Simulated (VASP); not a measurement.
# NbP (P4_2/mmc) in VASP: notebook

The runs below take NbP through single point, relaxation of cell and atoms, with PBE.

All numbers are computed with VASP 6.6.1; they aren't measurements. Logs are shortened: lines on timing, memory, paths and dates and some standing lists are left out, and cuts for length are marked.

## (1) The cell of the first run

Symmetry: P4_2/mmc, No. 131, tetragonal system. The conventional cell has a = 4.273 Å, b = 4.273 Å, c = 4.746 Å, α = 90.00°, β = 90.00°, γ = 90.00°. Nb (site symmetry mmm) has 4 P at 2.44 Å within 3.2 Å. Within 3.1 Å of P (site symmetry -4m2) lie 2 P at 2.37 Å and 4 Nb at 2.44 Å.

## (2) Single point, PBE (atoms taken out)

INCAR

```
ALGO = Normal ; EDIFF = 1E-6
ENCUT = 500 ; GGA = PE
GGA_COMPAT = False ; ISIF = 2
ISMEAR = 0 ; LASPH = True
LCHARG = False ; LREAL = False
LWAVE = False ; NBANDS = 26
NELM = 120 ; PREC = Accurate
SIGMA = 0.1
```

KPOINTS

```
k-points
0
Gamma
  4 4 4
```

POSCAR

```
NbP
1.0
    4.2730588006      0.0000000000      0.0000000000
    0.0000000000      4.2730588006      0.0000000000
    0.0000000000      0.0000000000      4.7463771079
Nb P
2 2
Direct
    0.0000000000      0.5000000000      0.0000000000
    0.5000000000      0.0000000000      0.5000000000
    0.5000000000      0.5000000000      0.2500000000
    0.5000000000      0.5000000000      0.7500000000
```

Potentials or basis: VASP PAW PBE potentials, release 64 (Nb_sv, P).

Launch:

```console
$ cat potpaw_PBE.64/Nb_sv/POTCAR potpaw_PBE.64/P/POTCAR > POTCAR
$ mpirun -np 1 vasp_std > vasp.out
```

OUTCAR:

```text
EDIFF = 1E-6
   ENCUT = 500
   GGA = PE
   ISIF = 2
   ISMEAR = 0
   LASPH = True
   LREAL = False
   NELM = 120
   PREC = Accurate

 ion  position               nearest neighbor table
   1  0.000  0.500  0.000-   3 2.44   4 2.44   3 2.44   4 2.44
   2  0.500  0.000  0.500-   3 2.44   4 2.44   3 2.44   4 2.44
   3  0.500  0.500  0.250-   4 2.37   4 2.37   1 2.44   2 2.44   2 2.44   1 2.44
   4  0.500  0.500  0.750-   3 2.37   3 2.37   1 2.44   2 2.44   2 2.44   1 2.44

  LATTYP: Found a simple tetragonal cell.
 ALAT       =     4.2730588006
 C/A-ratio  =     1.1107680304

  Lattice vectors:

 A1 = (   4.2730588006,   0.0000000000,   0.0000000000)
 A2 = (   0.0000000000,   4.2730588006,   0.0000000000)
 A3 = (   0.0000000000,   0.0000000000,   4.7463771079)

Analysis of symmetry for initial positions (statically):
=====================================================================
 Subroutine PRICEL returns:
 Original cell was already a primitive cell.

 Routine SETGRP: Setting up the symmetry group for a
 simple tetragonal supercell.

 Subroutine GETGRP returns: Found 16 space group operations
 (whereof  8 operations were pure point group operations)
 out of a pool of 16 trial point group operations.

The static configuration has the point symmetry D_2h.
 The point group associated with its full space group is D_4h.

Analysis of symmetry for dynamics (positions and initial velocities):
=====================================================================
 Subroutine PRICEL returns:
 Original cell was already a primitive cell.

 Routine SETGRP: Setting up the symmetry group for a
 simple tetragonal supercell.

 Subroutine GETGRP returns: Found 16 space group operations
 (whereof  8 operations were pure point group operations)
 out of a pool of 16 trial point group operations.

The dynamic configuration has the point symmetry D_2h.
 The point group associated with its full space group is D_4h.

 Subroutine INISYM returns: Found 16 space group operations
 (whereof  8 operations are pure point group operations),
 and found     1 'primitive' translations

----------------------------------------------------------------------------------------

                                     Primitive cell

  volume of cell :      86.6642

  direct lattice vectors                    reciprocal lattice vectors
     4.273058801  0.000000000  0.000000000     0.234024395  0.000000000  0.000000000
     0.000000000  4.273058801  0.000000000     0.000000000  0.234024395  0.000000000
     0.000000000  0.000000000  4.746377108     0.000000000  0.000000000  0.210687010

  length of vectors
     4.273058801  4.273058801  4.746377108     0.234024395  0.234024395  0.210687010

  position of ions in fractional coordinates (direct lattice)
     0.000000000  0.500000000  0.000000000
     0.500000000  0.000000000  0.500000000
     0.500000000  0.500000000  0.250000000
     0.500000000  0.500000000  0.750000000

  ion indices of the primitive-cell ions
   primitive index   ion index
                 1           1
                 2           2
                 3           3
                 4           4

----------------------------------------------------------------------------------------

 KPOINTS: k-points

Automatic generation of k-mesh.
 Grid dimensions read from file:
 generate k-points for:    4    4    4

 Generating k-lattice:

  Cartesian coordinates                     Fractional coordinates (reciprocal lattice)
     0.058506099  0.000000000  0.000000000     0.250000000  0.000000000  0.000000000
     0.000000000  0.058506099  0.000000000     0.000000000  0.250000000  0.000000000
     0.000000000  0.000000000  0.052671752     0.000000000  0.000000000  0.250000000

  Length of vectors
     0.058506099  0.058506099  0.052671752

  Shift w.r.t. Gamma in fractional coordinates (k-lattice)
     0.000000000  0.000000000  0.000000000

 Subroutine IBZKPT returns following result:
 ===========================================

 Found     18 irreducible k-points:

 Following reciprocal coordinates:
            Coordinates               Weight
  0.000000  0.000000  0.000000      1.000000
  0.250000  0.000000  0.000000      4.000000
  0.500000  0.000000  0.000000      2.000000
  0.250000  0.250000  0.000000      4.000000
  0.500000  0.250000  0.000000      4.000000
  0.500000  0.500000  0.000000      1.000000
[... 10 lines left out ...]
  0.500000  0.250000  0.500000      4.000000
  0.500000  0.500000  0.500000      1.000000
   k-points           NKPTS =     18   k-points in BZ     NKDIM =     18   number of bands    NBANDS=     26
   number of dos      NEDOS =    301   number of ions     NIONS =      4
   total plane-waves  NPLWV =  36864
   dimension x,y,z NGX =    32 NGY =   32 NGZ =   36
   dimension x,y,z NGXF=    64 NGYF=   64 NGZF=   72
   ions per type =               2   2
   NGX,Y,Z   is equivalent  to a cutoff of  12.45, 12.45, 12.61 a.u.
[... 64 lines left out ...]
 fundamental gap:      0.0553388114
 Fermi energy:         7.0412285161

 k-point     1 :       0.0000    0.0000    0.0000
  band No.  band energies     occupation
      1     -48.2993      2.00000
      2     -48.2891      2.00000
      3     -24.5126      2.00000
      4     -24.4309      2.00000
      5     -24.3789      2.00000
      6     -24.3789      2.00000
[... 18 lines left out ...]
     25      12.9885      0.00000
     26      12.9926      0.00000

 k-point     2 :       0.2500    0.0000    0.0000
  band No.  band energies     occupation
      1     -48.2975      2.00000
      2     -48.2902      2.00000
      3     -24.4994      2.00000
      4     -24.4416      2.00000
      5     -24.3914      2.00000
      6     -24.3711      2.00000
[... 18 lines left out ...]
     25      12.0573      0.00000
     26      12.7744      0.00000

 k-point     3 :       0.5000    0.0000    0.0000
  band No.  band energies     occupation
      1     -48.2939      2.00000
      2     -48.2933      2.00000
      3     -24.4711      2.00000
      4     -24.4674      2.00000
      5     -24.4062      2.00000
      6     -24.3602      2.00000
[... 18 lines left out ...]
     25      12.6098      0.00000
     26      12.7494      0.00000

 k-point     4 :       0.2500    0.2500    0.0000
  band No.  band energies     occupation
      1     -48.2961      2.00000
      2     -48.2910      2.00000
      3     -24.4896      2.00000
      4     -24.4487      2.00000
      5     -24.4180      2.00000
      6     -24.3571      2.00000
[... 18 lines left out ...]
     25      11.8154      0.00000
     26      12.5772      0.00000

 k-point     5 :       0.5000    0.2500    0.0000
  band No.  band energies     occupation
      1     -48.2934      2.00000
      2     -48.2931      2.00000
      3     -24.4688      2.00000
      4     -24.4669      2.00000
      5     -24.4403      2.00000
      6     -24.3607      2.00000
[... 18 lines left out ...]
     25      11.2536      0.00000
     26      12.6044      0.00000

 k-point     6 :       0.5000    0.5000    0.0000
  band No.  band energies     occupation
      1     -48.2929      2.00000
      2     -48.2929      2.00000
      3     -24.4679      2.00000
      4     -24.4665      2.00000
      5     -24.4665      2.00000
      6     -24.3715      2.00000
[... 253 lines left out ...]
 k-point    15 :       0.5000    0.0000    0.5000
  band No.  band energies     occupation
      1     -48.2938      2.00000
      2     -48.2932      2.00000
      3     -24.5048      2.00000
      4     -24.4807      2.00000
      5     -24.3744      2.00000
      6     -24.3598      2.00000
[... 18 lines left out ...]
     25      10.9203      0.00000
     26      11.3177      0.00000

 k-point    16 :       0.2500    0.2500    0.5000
  band No.  band energies     occupation
      1     -48.2935      2.00000
      2     -48.2935      2.00000
      3     -24.4826      2.00000
      4     -24.4826      2.00000
      5     -24.3753      2.00000
      6     -24.3753      2.00000
[... 18 lines left out ...]
     25      10.9023      0.00000
     26      10.9023      0.00000

 k-point    17 :       0.5000    0.2500    0.5000
  band No.  band energies     occupation
      1     -48.2933      2.00000
      2     -48.2930      2.00000
      3     -24.4899      2.00000
      4     -24.4754      2.00000
      5     -24.3867      2.00000
      6     -24.3820      2.00000
[... 18 lines left out ...]
     25      11.2237      0.00000
     26      11.7431      0.00000

 k-point    18 :       0.5000    0.5000    0.5000
  band No.  band energies     occupation
      1     -48.2928      2.00000
      2     -48.2928      2.00000
      3     -24.4698      2.00000
      4     -24.4698      2.00000
      5     -24.4041      2.00000
      6     -24.4041      2.00000
[... 18 lines left out ...]
     25      11.3384      0.00000
     26      11.3494      0.00000

------------------------ aborting loop because EDIFF is reached ----------------------------------------

  FORCE on cell =-STRESS in cart. coord.  units (eV):
  Direction    XX          YY          ZZ          XY          YZ          ZX
  --------------------------------------------------------------------------------------
  -------------------------------------------------------------------------------------
  Total       -0.0965375     -0.0965375     -0.3447476      0.0000000      0.0000000      0.0000000
  in kB       -1.7847062     -1.7847062     -6.3734097      0.0000000      0.0000000      0.0000000
  external PRESSURE =      -3.3142740 kB  Pullay stress =       0.0000000 kB

 VOLUME and BASIS-vectors are now :
 -----------------------------------------------------------------------------
  energy-cutoff  :      500.00
  volume of cell :       86.66
      direct lattice vectors                 reciprocal lattice vectors
     4.273058801  0.000000000  0.000000000     0.234024395  0.000000000  0.000000000
     0.000000000  4.273058801  0.000000000     0.000000000  0.234024395  0.000000000
     0.000000000  0.000000000  4.746377108     0.000000000  0.000000000  0.210687010

 POSITION                                       TOTAL-FORCE (eV/Angst)
 -----------------------------------------------------------------------------------
      0.00000      2.13653      0.00000         0.000000      0.000000     -0.000000
      2.13653      0.00000      2.37319         0.000000      0.000000     -0.000000
      2.13653      2.13653      1.18659         0.000000      0.000000      0.000000
      2.13653      2.13653      3.55978        -0.000000     -0.000000      0.000000
 -----------------------------------------------------------------------------------
    total drift:                                0.000000      0.000000     -0.000000

  FREE ENERGIE OF THE ION-ELECTRON SYSTEM (eV)
  ---------------------------------------------------
  free  energy   TOTEN  =       -29.8039313314 eV

  energy  without entropy=      -29.7929380237  energy(sigma->0) =      -29.79843468
```

Run time: 21 s. Hardware: 1 thread of Intel Xeon Platinum 8375C at 2.90GHz (Ice Lake), shared host; peak memory 0.19 GiB.

What came out:

```
Free energy            : -29.8039 eV
Pressure               : -0.3 GPa
Band gap on the k mesh : zero (bands 18 and 19 overlap by 0.39 eV)
```

Stress tensor (GPa, compression positive):
```
-0.18  0.00  0.00
 0.00 -0.18  0.00
 0.00  0.00 -0.64
```

Levels at points of the mesh, in eV from the Fermi level:
| k point | band 16 | band 17 | band 18 | band 19 | band 20 | band 21 |
| --- | --- | --- | --- | --- | --- | --- |
| (0.00, 0.00, 0.00) | -2.57 | -1.03 | -0.77 | 0.61 | 1.06 | 1.06 |
| (0.50, 0.00, 0.00) | -1.42 | -0.52 | -0.49 | 0.00 | 0.40 | 1.41 |
| (0.50, 0.50, 0.00) | -1.22 | -0.25 | -0.25 | -0.11 | 0.09 | 1.04 |
| (0.00, 0.00, 0.50) | -1.89 | -0.87 | -0.87 | 0.09 | 0.09 | 1.76 |
| (0.50, 0.00, 0.50) | -1.20 | -1.19 | 0.22 | 0.23 | 0.52 | 0.74 |
| (0.50, 0.50, 0.50) | -1.96 | -1.00 | -1.00 | 0.27 | 0.27 | 1.67 |

Caveat: the k points lie up to 0.37 Å⁻¹ apart; the cell differs from its parent crystal (atoms taken out).

## (3) Single point, PBE (atoms taken out)

INCAR

```
SYSTEM = NbP
  PREC = Accurate
  ENCUT = 500
  EDIFF = 1E-6
  ISMEAR = 0
  SIGMA = 0.1
  LREAL = .FALSE.
  LASPH = .TRUE.
  NELM = 120
  ALGO = Normal
  ISIF = 2
  LWAVE = .FALSE.
  LCHARG = .FALSE.
  GGA = PE
  NBANDS = 26
  GGA_COMPAT = .FALSE.
```

KPOINTS

```
Automatic mesh
0
G
  4 4 4
  0 0 0
```

POSCAR

```
NbP
1.0
    4.1641325600      0.0000000000      0.0000000000
    0.0000000000      4.1641325600      0.0000000000
    0.0000000000      0.0000000000      5.8889727500
Nb P
2 2
Direct
    0.0000000000      0.5000000000      0.0000000000
    0.5000000000      0.0000000000      0.5000000000
    0.5000000000      0.5000000000      0.2500000000
    0.5000000000      0.5000000000      0.7500000000
```

Potentials or basis: VASP PAW PBE potentials, release 64 (Nb_sv, P).

Launch:

```console
$ cat potpaw_PBE.64/Nb_sv/POTCAR potpaw_PBE.64/P/POTCAR > POTCAR
$ mpirun -np 1 vasp_std > vasp.out
```

Run time: 29 s. Hardware: 1 thread of Intel Xeon Platinum 8375C at 2.90GHz (Ice Lake), shared host; peak memory 0.21 GiB.

Results (log left out):

- Free energy: -28.8700 eV
- Pressure: -10.3 GPa
- Band gap on the k mesh: zero (bands 18 and 19 overlap by 0.54 eV)

Stress tensor (GPa, compression positive):
```
 -9.76   0.00   0.00
  0.00  -9.76   0.00
  0.00   0.00 -11.49
```

Levels at points of the mesh, in eV from the Fermi level:
```csv
k point,band 16,band 17,band 18,band 19,band 20,band 21
"(0.00, 0.00, 0.00)",-1.64,-0.89,0.07,0.08,0.73,0.73
"(0.50, 0.00, 0.00)",-0.69,-0.06,-0.06,0.10,0.19,0.35
"(0.50, 0.50, 0.00)",-1.30,-1.23,-0.47,-0.47,0.72,0.85
"(0.00, 0.00, 0.50)",-1.67,-0.98,-0.98,0.46,0.46,1.20
"(0.50, 0.00, 0.50)",-0.82,-0.71,-0.49,0.14,0.17,0.18
"(0.50, 0.50, 0.50)",-2.49,-0.71,-0.71,0.19,0.19,1.68
```

Caveat: the k points lie up to 0.38 Å⁻¹ apart, too coarse for converged energies and pressures of a metal; the cell differs from its parent crystal (atoms taken out).

## (4) Relaxation of cell and atoms, PBE (atoms taken out)

INCAR

```
ALGO = Normal
EDIFF = 1E-7
EDIFFG = -0.04
ENCUT = 500
GGA = PE
GGA_COMPAT = False
IBRION = 2
ISIF = 3
ISMEAR = 0
LASPH = True
LCHARG = False
LREAL = False
LWAVE = False
NELM = 120
NELMIN = 4
NSW = 90
PREC = Accurate
SIGMA = 0.1
```

KPOINTS

```
k-points
0
Gamma
  4 4 4
```

POSCAR is that of step 3.

Launch:

```console
$ cat potpaw_PBE.64/Nb_sv/POTCAR potpaw_PBE.64/P/POTCAR > POTCAR
$ mpirun -np 1 vasp_std > vasp.out
```

Wall time 5.2 min (1 thread of Intel Xeon Platinum 8375C at 2.90GHz (Ice Lake), shared host); peak memory 0.22 GiB.

The run converged. Its results:

* Free energy: -29.8076 eV
* Relaxed volume: 21.57 Å³/atom
* Relaxed cell: a = 4.272 Å, b = 4.272 Å, c = 4.729 Å, α = 90.00°, β = 90.00°, γ = 90.00°
* Space group after relaxing (to 0.1 Å): P4_2/mmc (No. 131)
* Energy gained by relaxing: 234.4 meV/atom
* Ionic steps: 13
* Pressure after relaxing: 0.1 GPa
* Band gap on the k mesh: zero (bands 18 and 19 overlap by 0.40 eV)

Stress tensor (GPa, compression positive):
```
0.16 0.00 0.00
0.00 0.16 0.00
0.00 0.00 0.00
```

Step by step:
```
step  energy change (eV)  largest force (eV/Å)  pressure (GPa)  volume (Å³)
   1              0.0000                0.0000          -10.35       102.11
   2             -0.1509                0.0000           13.54        79.63
   3             -0.4903                0.0000           -0.05        88.85
   4             -0.4904                0.0000            0.23        88.60
   5             -0.5571                0.0000            0.48        88.10
   6             -0.8050                0.0000            1.63        86.27
   7             -0.6374                0.0000            7.08        80.96
   8             -0.8937                0.0000            2.75        84.90
   9             -0.9096                0.0000            3.35        84.10
  10             -0.9346                0.0000            0.05        86.20
  11             -0.9357                0.0000            0.57        85.84
  12             -0.9372                0.0000            0.35        86.06
  13             -0.9376                0.0000            0.10        86.30
```

Final structure:
```
Nb P
1.0
     4.27169    0.00000    0.00000
     0.00000    4.27169    0.00000
     0.00000    0.00000    4.72927
Nb P
2 2
Direct
  0.00000 0.50000 0.00000
  0.50000 0.00000 0.50000
  0.50000 0.50000 0.25000
  0.50000 0.50000 0.75000
```

Levels at points of the mesh, in eV from the Fermi level:
```tsv
k point	band 14	band 15	band 16	band 17	band 18	band 19	band 20	band 21	band 22
(0.00, 0.00, 0.00)	-2.93	-2.93	-2.59	-1.04	-0.79	0.61	1.07	1.07	1.22
(0.50, 0.00, 0.00)	-3.40	-1.69	-1.44	-0.54	-0.50	-0.01	0.40	1.41	1.95
(0.50, 0.50, 0.00)	-1.46	-1.46	-1.22	-0.23	-0.23	-0.10	0.08	1.04	1.04
(0.00, 0.00, 0.50)	-2.10	-1.88	-1.88	-0.87	-0.87	0.08	0.08	1.76	1.76
(0.50, 0.00, 0.50)	-2.98	-1.29	-1.20	-1.20	0.23	0.26	0.53	0.75	1.59
(0.50, 0.50, 0.50)	-4.20	-1.96	-1.96	-1.00	-1.00	0.28	0.28	1.67	1.67
```

Caveat: the k points lie up to 0.37 Å⁻¹ apart in the final cell; the cell differs from its parent crystal (atoms taken out); the volume moved by over 15 % at a fixed basis, so the end points are rough.

## (5) Overview

| task | cell | gap on the mesh (eV) | pressure (GPa) |
| --- | --- | --- | --- |
| single point | a = 4.273, b = 4.273, c = 4.746 Å, 4 atoms | none | -0.3 |
| single point | a = 4.164, b = 4.164, c = 5.889 Å, 4 atoms | none | -10.3 |
| relaxation of cell and atoms | relaxed from a = 4.164, b = 4.164, c = 5.889 Å, 4 atoms | none | 0.1 |

Alike in all rows: level PBE; potentials or basis VASP PAW PBE potentials, release 64 (Nb_sv, P); no spin polarisation; k mesh 4 × 4 × 4; cutoff (eV) 500; smearing gaussian 0.1 eV.

Caveats: all runs use coarse meshes; the volume moved by over 15 % at a fixed basis, so the end points are rough (at least some runs).

Total energies depend on the potentials used, so only differences within one code and one set of settings carry meaning.
